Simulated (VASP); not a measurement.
# Mn (P4/nmm) in VASP: single point with PBE

Aim: the single point of Mn with PBE.

Everything below comes from runs of VASP 6.6.1. Logs are shortened: lines on timing, memory, paths and dates and some standing lists are left out, and cuts for length are marked.

### Step 1. The cell of the first run

Symmetry: P4/nmm, No. 129, tetragonal system. Conventional cell: a = 4.024 Å, b = 4.024 Å, c = 2.784 Å, α = 90.00°, β = 90.00°, γ = 90.00°. Mn (site symmetry -4m2) has 14 Mn at 2.27 to 2.85 Å within 3.0 Å. Within 3.0 Å of Mn (site symmetry 4mm) lie 14 Mn at 2.27 to 2.93 Å.

### Step 2. Single point, PBE

POSCAR

```
Mn
1.0
    4.0244010000      0.0000000000      0.0000000000
    0.0000000000      4.0244010000      0.0000000000
    0.0000000000      0.0000000000      2.7842910000
Mn
4
Direct
    0.0000000000      0.0000000000      0.0000000000
    0.5000000000      0.5000000000      0.0000000000
    0.0000000000      0.5000000000      0.6250000000
    0.5000000000      0.0000000000      0.3750000000
```

INCAR.step1

```
PREC = Accurate
ENCUT = 520
EDIFF = 1E-7
ISMEAR = -1
SIGMA = 0.1
LREAL = False
LASPH = True
NELM = 80
ALGO = Normal
ISIF = 2
LWAVE = False
LCHARG = True
LMAXMIX = 4
GGA = PE
NBANDS = 34
```

KPOINTS.step1

```
regular mesh
0
Gamma
  8 8 12
```

INCAR.step2

```
PREC = Accurate
ENCUT = 520
EDIFF = 1E-7
ISMEAR = -5
SIGMA = 0.1
LREAL = False
LASPH = True
NELM = 80
ALGO = Normal
ISIF = 2
LWAVE = False
LCHARG = False
LMAXMIX = 4
GGA = PE
LORBIT = 11
NEDOS = 1001
ICHARG = 11
```

KPOINTS.step2

```
regular mesh
0
Gamma
  12 12 18
```

Potentials or basis: VASP PAW PBE potentials, release 64 (Mn_pv).

Launch:

```sh
$ cat potpaw_PBE.64/Mn_pv/POTCAR > POTCAR
$ cp INCAR.step1 INCAR
$ cp KPOINTS.step1 KPOINTS
$ mpirun -np 1 vasp_std > vasp.out
$ cp INCAR.step2 INCAR
$ cp KPOINTS.step2 KPOINTS
$ mpirun -np 1 vasp_std > vasp.out
```

OUTCAR:

```text
PREC = Accurate
   ENCUT = 520
   EDIFF = 1E-7
   ISMEAR = -5
   LREAL = False
   LASPH = True
   NELM = 80
   ISIF = 2
   GGA = PE
   LORBIT = 11
   ICHARG = 11

 ion  position               nearest neighbor table
   1  0.000  0.000  0.000-   3 2.27   4 2.27   3 2.27   4 2.27   3 2.66   3 2.66   4 2.66   4 2.66
                             2 2.85   2 2.85   2 2.85   2 2.85
   2  0.500  0.500  0.000-   3 2.27   4 2.27   4 2.27   3 2.27   3 2.66   4 2.66   3 2.66   4 2.66
                             1 2.85   1 2.85   1 2.85   1 2.85
   3  0.000  0.500  0.625-   1 2.27   2 2.27   1 2.27   2 2.27   1 2.66   1 2.66   2 2.66   2 2.66
                             4 2.93   4 2.93   4 2.93   4 2.93
   4  0.500  0.000  0.375-   1 2.27   2 2.27   2 2.27   1 2.27   2 2.66   1 2.66   1 2.66   2 2.66
                             3 2.93   3 2.93   3 2.93   3 2.93

  LATTYP: Found a simple tetragonal cell.
 ALAT       =     4.0244010000
 C/A-ratio  =     0.6918522781

  Lattice vectors:

 A1 = (   4.0244010000,   0.0000000000,   0.0000000000)
 A2 = (   0.0000000000,   4.0244010000,   0.0000000000)
 A3 = (   0.0000000000,   0.0000000000,   2.7842910000)

Analysis of symmetry for initial positions (statically):
=====================================================================
 Subroutine PRICEL returns:
 Original cell was already a primitive cell.

 Routine SETGRP: Setting up the symmetry group for a
 simple tetragonal supercell.

 Subroutine GETGRP returns: Found 16 space group operations
 (whereof  8 operations were pure point group operations)
 out of a pool of 16 trial point group operations.

The static configuration has the point symmetry D_2d.
 The point group associated with its full space group is D_4h.

Analysis of symmetry for dynamics (positions and initial velocities):
=====================================================================
 Subroutine PRICEL returns:
 Original cell was already a primitive cell.

 Routine SETGRP: Setting up the symmetry group for a
 simple tetragonal supercell.

 Subroutine GETGRP returns: Found 16 space group operations
 (whereof  8 operations were pure point group operations)
 out of a pool of 16 trial point group operations.

The dynamic configuration has the point symmetry D_2d.
 The point group associated with its full space group is D_4h.

 Subroutine INISYM returns: Found 16 space group operations
 (whereof  8 operations are pure point group operations),
 and found     1 'primitive' translations

----------------------------------------------------------------------------------------

                                     Primitive cell

  volume of cell :      45.0938

  direct lattice vectors                    reciprocal lattice vectors
     4.024401000  0.000000000  0.000000000     0.248484184  0.000000000  0.000000000
     0.000000000  4.024401000  0.000000000     0.000000000  0.248484184  0.000000000
     0.000000000  0.000000000  2.784291000     0.000000000  0.000000000  0.359157861

  length of vectors
     4.024401000  4.024401000  2.784291000     0.248484184  0.248484184  0.359157861

  position of ions in fractional coordinates (direct lattice)
     0.000000000  0.000000000  0.000000000
     0.500000000  0.500000000  0.000000000
     0.000000000  0.500000000  0.625000000
     0.500000000  0.000000000  0.375000000

  ion indices of the primitive-cell ions
   primitive index   ion index
                 1           1
                 2           2
                 3           3
                 4           4

----------------------------------------------------------------------------------------

 KPOINTS: regular mesh

Automatic generation of k-mesh.
 Grid dimensions read from file:
 generate k-points for:   12   12   18

 Generating k-lattice:

  Cartesian coordinates                     Fractional coordinates (reciprocal lattice)
     0.020707015  0.000000000  0.000000000     0.083333333  0.000000000  0.000000000
     0.000000000  0.020707015  0.000000000     0.000000000  0.083333333  0.000000000
     0.000000000  0.000000000  0.019953215     0.000000000  0.000000000  0.055555556

  Length of vectors
     0.020707015  0.020707015  0.019953215

  Shift w.r.t. Gamma in fractional coordinates (k-lattice)
     0.000000000  0.000000000  0.000000000

 TETIRR: Found   3888 inequivalent tetrahedra from    15552

 Subroutine IBZKPT returns following result:
 ===========================================

 Found    280 irreducible k-points:

 Following reciprocal coordinates:
            Coordinates               Weight
  0.000000  0.000000  0.000000      1.000000
  0.083333  0.000000  0.000000      4.000000
  0.166667  0.000000  0.000000      4.000000
  0.250000  0.000000  0.000000      4.000000
  0.333333  0.000000  0.000000      4.000000
  0.416667  0.000000  0.000000      4.000000
[... 16 lines left out ...]
  0.333333  0.333333  0.000000      4.000000
  0.416667  0.333333  0.000000      8.000000
 [... further k-points ...]
   k-points           NKPTS =    280   k-points in BZ     NKDIM =    280   number of bands    NBANDS=     31
   number of dos      NEDOS =   1001   number of ions     NIONS =      4
   total plane-waves  NPLWV =  21600
   dimension x,y,z NGX =    30 NGY =   30 NGZ =   24
   dimension x,y,z NGXF=    60 NGYF=   60 NGZF=   48
   ions per type =               4
   NGX,Y,Z   is equivalent  to a cutoff of  12.39, 12.39, 14.33 a.u.
   NGXF,Y,Z  is equivalent  to a cutoff of  24.79, 24.79, 28.66 a.u.
 SYSTEM =  unknown system
   PREC   = accura    normal or accurate (medium, high low for compatibility)
   ISTART =      0    job   : 0-new  1-cont  2-samecut
   ICHARG =     11    charge: 1-file 2-atom 10-const
   ISPIN  =      1    spin polarized calculation?
   LNONCOLLINEAR =      F non collinear calculations
   LSORBIT =      F    spin-orbit coupling
   LASPH  =      T    aspherical Exc in radial PAW
   ENCUT  =  520.0 eV  38.22 Ry    6.18 a.u.   7.48  7.48  5.18*2*pi/ulx,y,z
   NELM   =     80;   NELMIN=  2; NELMDL=  0     # of ELM steps
   EDIFF  = 0.1E-06   stopping-criterion for ELM
   LREAL  =      F    real-space projection
   EDIFFG = 0.1E-05   stopping-criterion for IOM
   NSW    =      0    number of steps for IOM
   IBRION =     -1    ionic relax: 0-MD 1-quasi-New 2-CG
   NFREE  =      0    steps in history (QN), initial steepest desc. (CG)
   ISIF   =      2    stress and relaxation
   ISYM   =      2    0-nonsym 1-usesym 2-fastsym
   POTIM  = 0.5000    time-step for ionic-motion
   TEBEG  =    0.0;   TEEND  =   0.0 temperature during run
   PSTRESS=    0.0 pullay stress
   NELECT =      52.0000    total number of electrons
   NUPDOWN=      -1.0000    fix difference up-down
   EMIN   =  10.00;   EMAX   =-10.00  energy-range for DOS
   EFERMI =   0.00;   METHOD = LEGACY
   ISMEAR =    -5;   SIGMA  =   0.10  broadening in eV -4-tet -1-fermi 0-gaus
   EFERMI_NEDOS =   21; number of points for ismear=-14 and -15
   IALGO  =     38    algorithm
   IMIX   =      4    mixing-type and parameters
     AMIX     =   0.40;   BMIX     =  1.00
     AMIX_MAG =   1.60;   BMIX_MAG =  1.00
  volume/ion in A,a.u.               =      11.27        76.08
  Fermi-wavevector in a.u.,A,eV,Ry     =   1.716736  3.244161 40.098863  2.947183
  Thomas-Fermi vector in A             =   2.793867
   LORBIT       =     11    0 simple, 1 ext, 2 COOP (PROOUT), +10 PAW based schemes
   GGA     = PE    functional components
   LHFCALC =     F    Hartree Fock is set to
   AEXX    =    0.0000 exact exchange contribution
   IVDW    =     0    specifies the selected vdW correction
   LEPSILON=     F    determine dielectric tensor
   LRPA    =     F    only Hartree local field effects (RPA)
 non-spin polarized calculation
 Fermi weights with tetrahedron method with Bloechl corrections
  energy-cutoff  :      520.00
  volume of cell :       45.09
 maximum number of plane-waves:      1238
 NGX is ok and might be reduce to    30

 number of electron      52.0000076 magnetization

 Free energy of the ion-electron system (eV)
  ---------------------------------------------------
  ext. energy  EPLUGINS =         0.00000000
  ---------------------------------------------------
  free energy    TOTEN  =       -35.14692677 eV

  energy without entropy =      -35.14692677  energy(sigma->0) =      -35.14692677

 E-fermi :  10.1407     XC(G=0): -13.6931

 val. band max:       10.2050519933   @ k =   0.3333   0.3333   0.4444
 cond. band min:      10.1017371240   @ k =   0.1667   0.0000   0.2778
 fundamental gap:     -0.1033148693
 Fermi energy:        10.1406777250

 k-point     1 :       0.0000    0.0000    0.0000
  band No.  band energies     occupation
      1     -38.6239      2.00000
      2     -38.6239      2.00000
      3     -38.4225      2.00000
      4     -38.4225      2.00000
      5     -38.1102      2.00000
      6     -37.9290      2.00000
[... 23 lines left out ...]
     30      10.9883      0.00000
     31      11.0999      0.00000

 k-point     2 :       0.0833    0.0000    0.0000
  band No.  band energies     occupation
      1     -38.6205      2.00000
      2     -38.6114      2.00000
      3     -38.4259      2.00000
      4     -38.4142      2.00000
      5     -38.1111      2.00000
      6     -37.9316      2.00000
[... 23 lines left out ...]
     30      11.1089      0.00000
     31      11.1584      0.00000

 k-point     3 :       0.1667    0.0000    0.0000
  band No.  band energies     occupation
      1     -38.6105      2.00000
      2     -38.5750      2.00000
      3     -38.4361      2.00000
      4     -38.3904      2.00000
      5     -38.1143      2.00000
      6     -37.9518      2.00000
[... 703 lines left out ...]
     30      11.0398      0.00000
     31      11.1983      0.00000

 k-point    24 :       0.4167    0.3333    0.0000
  band No.  band energies     occupation
      1     -38.4193      2.00000
      2     -38.3874      2.00000
      3     -38.3002      2.00000
      4     -38.2606      2.00000
      5     -38.1686      2.00000
      6     -38.1171      2.00000
[... 23 lines left out ...]
     30      10.8519      0.00000
     31      11.1342      0.00000

 [... further k-points ...]

------------------------ aborting loop because EDIFF is reached ----------------------------------------

  FORCE on cell =-STRESS in cart. coord.  units (eV):
  Direction    XX          YY          ZZ          XY          YZ          ZX
  --------------------------------------------------------------------------------------
  -------------------------------------------------------------------------------------
  Total       -1.3796526     -1.3796526     -2.8999244      0.0000000      0.0000000      0.0000000
  in kB      -49.0188609    -49.0188609   -103.0339014      0.0000000      0.0000000      0.0000000
  external PRESSURE =     -67.0238744 kB  Pullay stress =       0.0000000 kB

 VOLUME and BASIS-vectors are now :
 -----------------------------------------------------------------------------
  energy-cutoff  :      520.00
  volume of cell :       45.09
      direct lattice vectors                 reciprocal lattice vectors
     4.024401000  0.000000000  0.000000000     0.248484184  0.000000000  0.000000000
     0.000000000  4.024401000  0.000000000     0.000000000  0.248484184  0.000000000
     0.000000000  0.000000000  2.784291000     0.000000000  0.000000000  0.359157861

 POSITION                                       TOTAL-FORCE (eV/Angst)
 -----------------------------------------------------------------------------------
      0.00000      0.00000      0.00000        -0.000000     -0.000000      0.000000
      2.01220      2.01220      0.00000         0.000000     -0.000000      0.000000
      0.00000      2.01220      1.74018        -0.000000     -0.000000     -1.011791
      2.01220      0.00000      1.04411         0.000000      0.000000      1.011791
 -----------------------------------------------------------------------------------
    total drift:                                0.000000      0.000000     -0.000000

  FREE ENERGIE OF THE ION-ELECTRON SYSTEM (eV)
  ---------------------------------------------------
  free  energy   TOTEN  =       -35.1469267695 eV

  energy  without entropy=      -35.1469267695  energy(sigma->0) =      -35.14692677

 total charge

# of ion       s       p       d       tot
------------------------------------------
    1        0.411   6.383   5.164  11.959
    2        0.411   6.383   5.164  11.959
    3        0.418   6.376   5.175  11.970
    4        0.418   6.376   5.175  11.970
--------------------------------------------------
tot          1.659  25.520  20.679  47.858
```

Run time: 9.5 min. Hardware: 1 thread of Intel Xeon 8259CL, shared host; peak memory 0.37 GiB.

What came out:

- Valence electrons inside the program's atomic spheres: Mn 11.96, 11.97 (each value once)

Levels at points of the mesh, in eV from the Fermi level:
| k point | band 22 | band 23 | band 24 | band 25 | band 26 | band 27 | band 28 | band 29 | band 30 | band 31 |
| --- | --- | --- | --- | --- | --- | --- | --- | --- | --- | --- |
| (0.00, 0.00, 0.00) | -1.24 | -0.57 | -0.11 | -0.06 | 0.28 | 0.45 | 0.53 | 0.53 | 0.85 | 0.96 |
| (0.50, 0.00, 0.00) | -1.75 | -1.49 | -1.49 | -0.61 | -0.61 | 0.59 | 0.59 | 0.64 | 0.64 | 0.75 |
| (0.50, 0.50, 0.00) | -1.85 | -1.67 | -1.67 | -0.52 | -0.52 | 0.36 | 0.36 | 0.48 | 0.48 | 0.71 |
| (0.00, 0.00, 0.50) | -1.78 | -1.01 | -1.01 | -0.98 | -0.98 | -0.53 | 0.18 | 0.18 | 0.51 | 0.79 |
| (0.50, 0.00, 0.50) | -2.08 | -1.76 | -1.76 | -0.17 | -0.17 | 0.50 | 0.50 | 0.82 | 0.82 | 1.34 |
| (0.50, 0.50, 0.50) | -0.41 | 0.23 | 0.23 | 0.29 | 0.29 | 0.87 | 0.87 | 0.95 | 0.95 | 1.71 |

Caveat: the run has no spin polarisation, though such a crystal can be magnetic; tetrahedron occupations give inexact forces and stress in metals. Spin polarisation is off, so any magnetic state and its effect on volume and gap are missing.
